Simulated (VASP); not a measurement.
## Pb: single point with PBE+D3(BJ)

Pb:

```
CELL_PARAMETERS angstrom
3.48725 0.00000 0.00000
-1.74362 3.02004 0.00000
0.00000 0.00000 5.76663
ATOMIC_POSITIONS crystal
Pb 0.33333 0.66667 0.25000
Pb 0.66667 0.33333 0.75000
```

```json
{"Program": "VASP 6.6.1", "Task": "single point", "Functional": "PBE", "Dispersion": "D3(BJ)", "Potentials or basis": "VASP PAW PBE potentials, release 64 (Pb_d)", "Cutoff": "520 eV", "k mesh": "15 × 15 × 8", "Occupations": "fermi-dirac, width 0.15 eV", "Spin": "no spin polarisation", "Dipole correction": "no", "Further INCAR settings": "ALGO = Normal; EDIFF = 1e-06; NBANDS = 21"}
```

The pressure is 0.0 GPa and the band gap on the k mesh is zero (band 14 reaches 13.02 eV, above the bottom of band 15 at 5.25 eV). The dispersion energy per atom is -0.409 eV.

Levels at points of the mesh, in eV from the Fermi level:
| k point | band 10 | band 11 | band 12 | band 13 | band 14 | band 15 | band 16 | band 17 | band 18 | band 19 |
| --- | --- | --- | --- | --- | --- | --- | --- | --- | --- | --- |
| (0.00, 0.00, 0.00) | -16.79 | -11.72 | -8.21 | -4.19 | 5.73 | 5.73 | 7.33 | 7.46 | 7.46 | 8.92 |
| (0.00, 0.00, 0.50) | -16.85 | -10.55 | -10.55 | 0.63 | 0.63 | 6.55 | 6.55 | 6.55 | 6.55 | 9.38 |

It took 53 s on 1 thread of Intel(R) Xeon(R) Platinum 8559C (Emerald Rapids) (shared host), peak memory 0.28 GiB.

Caveat: spin-orbit coupling is left out, which moves the levels of the heavy elements; pairwise dispersion overbinds metals, which lowers pressure and volume.
